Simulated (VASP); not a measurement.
Wanted: the native input for a VASP 6.6.1 run.

| Item | Value |
| --- | --- |
| Task | single point |
| Functional | r2SCAN |
| Potentials or basis | VASP PAW PBE potentials, release 64 (Ta_pv, Si) |
| Cutoff | 520 eV |
| k mesh | 12 × 12 × 12 |
| Occupations | gaussian, width 0.15 eV |
| Spin | no spin polarisation |
| Dipole correction | no |
| Further INCAR settings | ALGO = Normal; EDIFF = 1e-06; NBANDS = 35 |

Crystal: Ta2Si.

```xyz
6
Lattice="-3.0841 3.0841 2.5247 3.0841 -3.0841 2.5247 3.0841 3.0841 -2.5247" Properties=species:S:1:pos:R:3 pbc="T T T"
Ta    2.0751    1.0090    2.7122
Ta   -1.0090    2.0751    2.3372
Ta    1.0090    2.0751    0.1875
Ta    4.0931    1.0090   -0.1875
Si    0.0000    0.0000    1.2624
Si    0.0000    0.0000    3.7871
```

This cell differs from its parent crystal: atoms displaced along a vibrational mode.

One way to write it, as run:

POSCAR

```
Ta2Si
1.0
   -3.0841136445      3.0841136445      2.5247022101
    3.0841136445     -3.0841136445      2.5247022101
    3.0841136445      3.0841136445     -2.5247022101
Ta Si
4 2
Direct
    0.7007176139      0.8735485705      0.5000000000
    0.7992823861      0.2992823861      0.1728309566
    0.3735485705      0.2007176139      0.5000000000
    0.1264514295      0.6264514295      0.8271690434
    0.2500000000      0.2500000000      0.0000000000
    0.7500000000      0.7500000000      0.0000000000
```

INCAR.step1

```
SYSTEM = Ta2Si
ALGO = Normal ; EDIFF = 1E-4
ENCUT = 520 ; GGA = PE
ISMEAR = 0 ; LASPH = .TRUE.
LCHARG = .FALSE. ; LREAL = .FALSE.
LWAVE = .TRUE. ; NBANDS = 35
NELM = 100 ; PREC = Accurate
SIGMA = 0.15
```

INCAR.step2

```
SYSTEM = Ta2Si
ALGO = Normal ; EDIFF = 1E-6
ENCUT = 520 ; ISIF = 2
ISMEAR = 0 ; ISTART = 1
LASPH = .TRUE. ; LCHARG = .FALSE.
LMIXTAU = .TRUE. ; LREAL = .FALSE.
LWAVE = .FALSE. ; METAGGA = R2SCAN
NBANDS = 35 ; NELM = 100
PREC = Accurate ; SIGMA = 0.15
```

KPOINTS

```
k-points
0
G
  12 12 12
  0 0 0
```

Potentials or basis: VASP PAW PBE potentials, release 64 (Ta_pv, Si).

Run with:

```bash
$ cat potpaw_PBE.64/Ta_pv/POTCAR potpaw_PBE.64/Si/POTCAR > POTCAR
$ cp INCAR.step1 INCAR
$ mpirun -np 1 vasp_std > vasp.out
$ cp INCAR.step2 INCAR
$ mpirun -np 1 vasp_std > vasp.out
```

It gave:

- Pressure: 5.3 GPa
- Largest force: 3.061 eV/Å
- Band gap on the k mesh: zero (bands 26 and 27 overlap by 0.98 eV)

Caveat: the cell differs from its parent crystal (atoms displaced along a vibrational mode); the cell stands under pressure; the PAW data sets were made with another functional, which shifts forces and pressure a little; spin-orbit coupling is left out, which moves the levels of the heavy elements.

It took 43 min on 1 thread of Oxide Virtual Turin-like Processor (shared host), peak memory 0.53 GiB.
